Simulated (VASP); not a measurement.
Crystal: Ge2Sb2O.

```
Ge Sb O
1.0
     5.27275    0.00000    0.00000
    -2.63637    4.56633    0.00000
     0.00000    0.00000    4.83217
Ge Sb O
2 2 1
Direct
  0.33333 0.66667 0.00000
  0.66667 0.33333 0.00000
  0.33333 0.66667 0.50000
  0.66667 0.33333 0.50000
  0.00000 0.00000 0.00000
```

The cell was built from a structure type or drawn by symmetry, and may not be a known phase.

| Item | Value |
| --- | --- |
| Program | VASP 6.6.1 |
| Task | relaxation of cell and atoms |
| Functional | PBE |
| Potentials or basis | VASP PAW PBE potentials, release 64 (Ge_d, Sb, O) |
| Cutoff | 600 eV |
| k mesh | 6 × 6 × 4 |
| Occupations | gaussian, width 0.1 eV |
| Spin | no spin polarisation |

At the start: pressure 8.1 GPa; volume 23.27 Å³/atom.

Question: How do energy, volume and symmetry change on relaxing?

Answer: Over 8 steps the energy falls by 593.3 meV/atom and the volume is 23.34 Å³/atom (+0.3 %); space group P6/mmm (No. 191, to 0.1 Å) before and after.

The path:
```tsv
step	energy change (eV)	largest force (eV/Å)	pressure (GPa)	volume (Å³)
1	0.0000	0.0000	8.08	116.34
2	-2.5787	0.0000	-4.28	131.73
3	-2.7741	0.0000	-4.16	127.14
4	-2.7879	0.0000	-4.43	128.01
5	-2.7867	0.0000	-4.36	127.74
6	-2.9566	0.0000	0.10	116.70
7	-2.9591	0.0000	-0.44	117.76
8	-2.9667	0.0000	-0.04	116.68
```

Final structure:
```
CELL_PARAMETERS angstrom
4.83841 0.00000 0.00000
-2.41921 4.19019 0.00000
0.00000 0.00000 5.75543
ATOMIC_POSITIONS crystal
Ge 0.33333 0.66667 0.00000
Ge 0.66667 0.33333 0.00000
Sb 0.33333 0.66667 0.50000
Sb 0.66667 0.33333 0.50000
O 0.00000 0.00000 0.00000
```

Caveat: a cell axis changed by over 15 % at a fixed basis, so the end point is rough.
